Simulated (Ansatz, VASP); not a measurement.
# One calculation of V, two programs

```
V
1.0
    -1.51890    1.51890    1.51890
     1.51890   -1.51890    1.51890
     1.51890    1.51890   -1.51890
V
1
Direct
  0.00000 0.00000 0.00000
```

Alike in both runs: task single point; functional PBE; k mesh 24 × 24 × 24; occupations fermi-dirac, width 0.1 eV; no spin polarisation.

|  | VASP | Ansatz |
| --- | --- | --- |
| version | VASP 6.6.1 | Ansatz 0.2.0 |
| potentials or method | VASP PAW PBE potentials, release 64 (V_sv), cutoff 520 eV | plane waves (420 eV) with PAW, scalar-relativistic |
| valence electrons in the cell | 13 | 13 |

```tsv
	VASP	Ansatz	Ansatz less VASP
pressure (GPa)	-6.3	-6.5	-0.20
```

With one functional, cell and mesh, what is left measures potentials, basis and numerics.
